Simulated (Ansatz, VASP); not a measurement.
## Two plane-wave programs on C4F

The input INCAR:

```
SYSTEM = C4F
ALGO     = Normal         ! electronic algorithm
EDIFF    = 1E-6           ! SCF threshold, eV
ENCUT    = 600            ! plane-wave cutoff, eV
GGA      = PE             ! functional
GGA_COMPAT= .FALSE.      
ISIF     = 2              ! what is computed and relaxed
ISMEAR   = 0              ! smearing method
ISPIN    = 2              ! spin polarisation
IVDW     = 12             ! dispersion correction
LASPH    = .TRUE.         ! aspherical terms in the spheres
LCHARG   = .FALSE.        ! write CHGCAR
LORBIT   = 11             ! projections on sites
LREAL    = .FALSE.        ! projectors in reciprocal space
LWAVE    = .FALSE.        ! write WAVECAR
MAGMOM   = 1 1 1 1 1      ! initial moments
NBANDS   = 24             ! bands
NELM     = 200            ! most SCF steps
PREC     = Accurate       ! precision mode
SIGMA    = 0.1            ! smearing width, eV
```

File KPOINTS:

```
k-points
0
G
  6 6 6
  0 0 0
```

POSCAR

```
C4F
1.0
    2.0896147581      1.2064396431      2.5512305769
   -2.0896147581      1.2064396431      2.5512305769
    0.0000000000     -2.4128792862      2.5512305769
C F
4 1
Direct
    0.5000000000      0.5000000000      0.0000000000
    0.0000000000      0.5000000000      0.5000000000
    0.5000000000      0.0000000000      0.5000000000
    0.5000000000      0.5000000000      0.5000000000
    0.0000000000      0.0000000000      0.0000000000
```

Input for Ansatz:

```yaml
crystal:
  lattice:
    - [2.0896147581, 1.2064396431, 2.5512305769]
    - [-2.0896147581, 1.2064396431, 2.5512305769]
    - [0.0, -2.4128792862, 2.5512305769]
  atoms:
    - { symbol: C, position: [0.5, 0.5, 0.0], spin: 1.0 }
    - { symbol: C, position: [0.0, 0.5, 0.5], spin: 1.0 }
    - { symbol: C, position: [0.5, 0.0, 0.5], spin: 1.0 }
    - { symbol: C, position: [0.5, 0.5, 0.5], spin: 1.0 }
    - { symbol: F, position: [0.0, 0.0, 0.0], spin: 1.0 }
basis:
  ecutwfc: 420
kpoints:
  mp_grid: { grid: [6, 6, 6] }
hamiltonian:
  xc: pbe
  dispersion: d3bj
scf:
  occupations: { method: gaussian, width: 0.1 }
  lower_state_search: "off"
output:
  forces: true
  stress: true
  eigenvalues: true
  populations: true
magnetization:
  spin_polarized: true
```

Alike in both runs: task single point; functional PBE; dispersion D3(BJ); k mesh 6 × 6 × 6; occupations gaussian, width 0.1 eV; collinear spin.

```csv
,VASP,Ansatz
version,VASP 6.6.1,Ansatz 0.2.0
potentials or method,"VASP PAW PBE potentials, release 64 (C, F), cutoff 600 eV","scalar-relativistic, plane waves, PAW"
valence electrons in the cell,23,23
```

|  | VASP | Ansatz | Ansatz less VASP |
| --- | --- | --- | --- |
| gap on the k mesh at the Fermi level (eV) | none | none | - |
| pressure (GPa) | -0.4 | -0.1 | +0.26 |
| traceless stress, the component that is largest in VASP (GPa) | 0.17 | 0.15 | -0.022 |
| net moment per atom (μB) | 0.00 | 0.00 | 0.000 |

A gap of «none» marks a metal or a gap that the smearing closes. Ansatz's warnings: dispersion switch in reach, seeded moment not kept.
